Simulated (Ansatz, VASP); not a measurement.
SiC in VASP and in Ansatz

INCAR

```
ALGO     = Normal         # electronic algorithm
EDIFF    = 1E-6           # SCF threshold, eV
ENCUT    = 520            # plane-wave cutoff, eV
GGA      = PE             # functional
ISIF     = 2              # what is computed and relaxed
ISMEAR   = 0              # smearing method
LASPH    = T              # aspherical terms in the spheres
LCHARG   = F              # write CHGCAR
LREAL    = F              # projectors in reciprocal space
LWAVE    = F              # write WAVECAR
NBANDS   = 11             # bands
NELM     = 80             # most SCF steps
PREC     = Accurate       # precision mode
SIGMA    = 0.05           # smearing width, eV
```

KPOINTS

```
k-points
0
Gamma
  12 12 12
```

POSCAR

```
SiC
1.0
    0.0000000000      2.1740000000      2.1740000000
    2.1740000000      0.0000000000      2.1740000000
    2.1740000000      2.1740000000      0.0000000000
Si C
1 1
Direct
    0.1034958602      0.1034958602     -0.2498611093
    0.7500000000      0.7500000000      0.7500000000
```

Input for Ansatz:

```yaml
crystal:
  lattice:
    - [0.0, 2.174, 2.174]
    - [2.174, 0.0, 2.174]
    - [2.174, 2.174, 0.0]
  atoms:
    - { symbol: Si, position: [0.1034958602, 0.1034958602, -0.2498611093] }
    - { symbol: C, position: [0.75, 0.75, 0.75] }
basis:
  ecutwfc: 420
kpoints:
  mp_grid: { grid: [12, 12, 12] }
hamiltonian:
  xc: pbe
scf:
  occupations: { method: gaussian, width: 0.05 }
output:
  forces: true
  stress: true
  eigenvalues: true
```

Alike in both runs: task single point; functional PBE; k mesh 12 × 12 × 12; occupations gaussian, width 0.05 eV; no spin polarisation.

|  | VASP | Ansatz |
| --- | --- | --- |
| version | VASP 6.6.1 | Ansatz 0.2.0 |
| potentials or method | VASP PAW PBE potentials, release 64 (Si, C), cutoff 520 eV | scalar-relativistic, plane waves, PAW |
| valence electrons in the cell | 8 | 8 |

Ansatz gave:

| Quantity | Value |
| --- | --- |
| gap on the k mesh at the Fermi level (eV) | none |
| pressure (GPa) | 20.9 |
| traceless stress, the component that is largest in VASP (GPa) | -13.36 |
| rms of the force components (eV/Å) | 1.944 |

What did VASP give for the same quantities?

gap on the k mesh at the Fermi level (eV): none; pressure (GPa): 20.7; traceless stress, the component that is largest in VASP (GPa): -13.34; rms of the force components (eV/Å): 1.944.

Atom by atom the forces differ by 0.003 eV/Å (rms over components). A gap of «none» marks a metal or a gap that the smearing closes. With one functional, cell and mesh, what is left measures potentials, basis and numerics.
